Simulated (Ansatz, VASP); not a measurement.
**WS2 in VASP and in Ansatz**

INCAR

```
SYSTEM = WS2
PREC = Accurate
ENCUT = 520
EDIFF = 1E-6
ISMEAR = 0
SIGMA = 0.05
LREAL = .FALSE.
LASPH = .TRUE.
NELM = 60
ALGO = Normal
ISIF = 2
LWAVE = .FALSE.
LCHARG = .FALSE.
GGA = PS
IVDW = 12
NBANDS = 20
```

Contents of KPOINTS:

```
regular mesh
0
G
  12 12 12
  0 0 0
```

The input POSCAR:

```
WS2
1.0
    1.5790003843      0.9116362969      6.1633300000
   -1.5790003843      0.9116362969      6.1633300000
    0.0000000000     -1.8232725938      6.1633300000
W S
1 2
Direct
    0.0467339364      0.0467339364     -0.1178053656
    0.7503000000      0.7503000000      0.7503000000
    0.5810000000      0.5810000000      0.5810000000
```

Input for Ansatz:

```yaml
crystal:
  lattice:
    - [1.5790003843, 0.9116362969, 6.16333]
    - [-1.5790003843, 0.9116362969, 6.16333]
    - [0.0, -1.8232725938, 6.16333]
  atoms:
    - { symbol: W, position: [0.0467339364, 0.0467339364, -0.1178053656] }
    - { symbol: S, position: [0.7503, 0.7503, 0.7503] }
    - { symbol: S, position: [0.581, 0.581, 0.581] }
basis:
  ecutwfc: 420
kpoints:
  mp_grid: { grid: [12, 12, 12] }
hamiltonian:
  xc: pbesol
  dispersion: d3bj
scf:
  occupations: { method: gaussian, width: 0.05 }
output:
  forces: true
  stress: true
  eigenvalues: true
```

Alike in both runs: task single point; functional PBEsol; dispersion D3(BJ); k mesh 12 × 12 × 12; occupations gaussian, width 0.05 eV; no spin polarisation.

|  | VASP | Ansatz |
| --- | --- | --- |
| version | VASP 6.6.1 | Ansatz 0.2.0 |
| potentials or method | VASP PAW PBE potentials, release 64 (W_sv, S), cutoff 520 eV | scalar-relativistic, plane waves, PAW |
| valence electrons in the cell | 26 | 26 |

Ansatz gave:

- gap on the k mesh at the Fermi level (eV): 0.52
- least direct gap on the mesh (eV): 0.68
- pressure (GPa): 3.0
- traceless stress, the component that is largest in VASP (GPa): -10.10
- rms of the force components (eV/Å): 3.007

**Question.** What did VASP give for the same quantities?

**Answer.** gap on the k mesh at the Fermi level (eV): 0.54; least direct gap on the mesh (eV): 0.69; pressure (GPa): 3.1; traceless stress, the component that is largest in VASP (GPa): -10.14; rms of the force components (eV/Å): 3.015.

VASP's potentials were made for PBE, not for PBEsol. Atom by atom the forces differ by 0.011 eV/Å (rms over components).

Neither program's run includes spin-orbit coupling.
